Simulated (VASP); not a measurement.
The system is SnC3.

```xyz
4
Lattice="1.5669 0.9047 5.1714 -1.5669 0.9047 5.1714 0.0000 -1.8094 5.1714" Properties=species:S:1:pos:R:3 pbc="T T T"
C     1.5669    0.9047    5.3926
C     0.0000    0.0000    7.4087
C     0.0000    0.0000    5.9470
Sn    0.0000    0.0000   13.5726
```

Base run:

```yaml
Program: VASP 6.6.1
Functional: r2SCAN
Potentials_or_basis: VASP PAW PBE potentials, release 64 (C, Sn_d)
Cutoff: 520 eV
k_mesh: 10 × 10 × 10
Occupations: fermi-dirac, width 0.02 eV
Spin: no spin polarisation
```

Its results: band gap on the k mesh zero (band 13 reaches 9.30 eV, above the bottom of band 14 at 9.27 eV); pressure 0.4 GPa; largest force 0.040 eV/Å.

Task: The run is repeated on the same cell with these changes: functional from r2SCAN to PBE. What comes out?

Result: Band gap on the k mesh zero (filled and empty bands touch); pressure 2.7 GPa; largest force 0.206 eV/Å.

Caveats: spin-orbit coupling is left out, which moves the levels of the heavy elements; the PAW data sets were made with another functional, which shifts forces and pressure a little (some runs).
